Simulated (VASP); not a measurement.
# Sr2Sb3P: single point with r2SCAN+rVV10

The system is Sr2Sb3P.

```
Sr Sb P
1.0
     4.86061    0.00000    0.00000
    -2.43030    4.20941    0.00000
     0.00000    0.00000    9.03745
Sr Sb P
2 3 1
Direct
  0.66667 0.33333 0.75893
  0.66667 0.33333 0.23397
  0.33333 0.66667 0.98193
  0.33333 0.66667 0.46623
  0.00000 0.00000 0.53099
  0.00000 0.00000 0.02795
```

```
Program                : VASP 6.6.1
Task                   : single point
Functional             : r2SCAN
Dispersion             : rVV10
Potentials or basis    : VASP PAW PBE potentials, release 64 (Sr_sv, Sb, P)
Cutoff                 : 520 eV
k mesh                 : 6 × 6 × 4
Occupations            : fermi-dirac, width 0.03 eV
Spin                   : no spin polarisation
Dipole correction      : no
Further INCAR settings : ALGO = Normal; EDIFF = 1e-07; NBANDS = 29
```

```
Pressure               : 0.2 GPa
Largest force          : 0.013 eV/Å
Band gap on the k mesh : zero (bands 20 and 21 overlap by 0.61 eV)
```

Forces on the atoms (eV/Å):
```
Sr   0.000  0.000  0.006
Sr   0.000  0.000 -0.002
Sb   0.000  0.000 -0.005
Sb   0.000  0.000 -0.013
Sb   0.000  0.000  0.009
P    0.000  0.000  0.006
```

Stress tensor (GPa, compression positive):
```
0.29 0.00 0.00
0.00 0.29 0.00
0.00 0.00 0.17
```

Levels at points of the mesh, in eV from the Fermi level:
```tsv
k point	band 16	band 17	band 18	band 19	band 20	band 21	band 22	band 23	band 24	band 25
(0.00, 0.00, 0.00)	-3.26	-3.26	-2.20	-0.72	-0.72	-0.28	0.21	0.22	0.22	2.14
(0.50, 0.00, 0.00)	-3.24	-2.86	-1.81	-1.44	-0.63	1.98	2.10	2.38	2.67	3.04
(0.00, 0.00, 0.50)	-3.41	-3.41	-3.31	-0.45	-0.45	-0.17	-0.17	0.33	0.84	2.31
(0.50, 0.00, 0.50)	-3.26	-2.08	-1.99	-1.94	-1.65	2.16	2.32	2.39	3.24	3.32
```

Wall time 17 min on 1 thread of Oxide Virtual Turin-like Processor, on a shared host, peak memory 0.69 GiB.

Caveat: the PAW data sets were made with another functional, which shifts forces and pressure a little; spin-orbit coupling is left out, which moves the levels of the heavy elements.
